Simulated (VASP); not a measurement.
Write the native input for VASP 6.6.1 that does the following.

| Item | Value |
| --- | --- |
| Task | single point |
| Functional | PBE |
| Potentials or basis | VASP PAW PBE potentials, release 64 (Cu, O) |
| Cutoff | 520 eV |
| k mesh | 12 × 12 × 8 |
| Occupations | gaussian, width 0.05 eV |
| Spin | no spin polarisation |
| Dipole correction | no |
| Further INCAR settings | ALGO = Normal; EDIFF = 1e-07; NBANDS = 25 |

The structure of CuO (Tenorite) lies in POSCAR:

```
CuO
1.0
    2.0614044576     -2.0630271768      0.1633275929
    2.0614044576      2.0630271768      0.1633275929
   -0.4075110628      0.0000000000      5.1279265294
Cu O
2 2
Direct
   -0.0057500000      0.4942500000      0.0018500000
    0.4942500000     -0.0057500000      0.5018500000
    0.4943176937      0.4941823063      0.2518500000
    0.4941823063      0.4943176937      0.7518500000
```

This cell differs from its parent crystal: volume scaled by 0.980.

One way to write it, as run:

INCAR

```
SYSTEM = CuO
PREC = Accurate
ENCUT = 520
EDIFF = 1E-7
ISMEAR = 0
SIGMA = 0.05
LREAL = .FALSE.
LASPH = .TRUE.
NELM = 80
ALGO = Normal
ISIF = 2
LWAVE = .FALSE.
LCHARG = .FALSE.
GGA = PE
NBANDS = 25
```

KPOINTS

```
regular mesh
0
G
  12 12 8
  0 0 0
```

Potentials or basis: VASP PAW PBE potentials, release 64 (Cu, O).

The run is started by

```sh
$ cat potpaw_PBE.64/Cu/POTCAR potpaw_PBE.64/O/POTCAR > POTCAR
$ mpirun -np 1 vasp_std > vasp.out
```

It gave:

```
Pressure               : 3.6 GPa
Band gap on the k mesh : zero (band 17 reaches 5.68 eV, above the bottom of band 18 at 4.51 eV)
```

Caveat: semilocal functionals often make such compounds metallic where correlation or magnetic order opens a gap, which also shifts bond lengths.

It took 4 min on 1 thread of Intel Xeon 6975P-C (shared host), peak memory 0.39 GiB.
